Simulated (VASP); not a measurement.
Write the native input for VASP 6.6.1 that does the following.

| Item | Value |
| --- | --- |
| Task | electric field gradients |
| Functional | PBEsol |
| Potentials or basis | VASP PAW PBE potentials, release 64 (Al, N) |
| Cutoff | 520 eV |
| k mesh | 11 × 11 × 6 |
| Occupations | fermi-dirac, width 0.02 eV |
| Spin | no spin polarisation |
| Dipole correction | no |
| Further INCAR settings | ALGO = Normal; EDIFF = 1e-08; NBANDS = 16 |

The structure of AlN lies in POSCAR:

```
AlN
1.0
    3.1110021516      0.0000000000      0.0000000000
   -1.5555010758      2.6942068945      0.0000000000
    0.0000000000      0.0000000000      4.8784400000
Al N
2 2
Direct
    0.3333333333      0.6666666667      0.0000000000
    0.6666666667      0.3333333333      0.5000000000
    0.3333333333      0.6666666667      0.3850000000
    0.6666666667      0.3333333333      0.8850000000
```

This cell differs from its parent crystal: zz strain of -2 %.

The input as run:

INCAR

```
SYSTEM = AlN
  PREC = Accurate
  ENCUT = 520
  EDIFF = 1E-8
  ISMEAR = -1
  SIGMA = 0.02
  LREAL = .False.
  LASPH = .True.
  NELM = 120
  ALGO = Normal
  ISIF = 2
  LWAVE = .False.
  LCHARG = .False.
  GGA = PS
  LEFG = .True.
  NBANDS = 16
  GGA_COMPAT = .False.
```

KPOINTS

```
Automatic mesh
0
Gamma
  11 11 6
  0 0 0
```

Potentials or basis: VASP PAW PBE potentials, release 64 (Al, N).

Command:

```sh
$ cat potpaw_PBE.64/Al/POTCAR potpaw_PBE.64/N/POTCAR > POTCAR
$ mpirun -np 1 vasp_std > vasp.out
```

It gave:

* Pressure: 4.6 GPa
* Largest force: 0.097 eV/Å
* Band gap on the k mesh: 4.21 eV
* Largest electric field gradient by atom: Al +3.9; N -3.2 V/Å²

Caveat: the cell differs from its parent crystal (zz strain of -2 %); the stress differs along the axes, from 3 to 9 GPa; without QUAD_EFG the Cq values of the log hold for a quadrupole moment of 1 mb, not for the nuclei; the PAW data sets were made with another functional, which shifts forces and pressure a little.

Run time: 32 s on 1 thread of Intel Xeon 8259CL, on a shared host, peak memory 0.17 GiB.
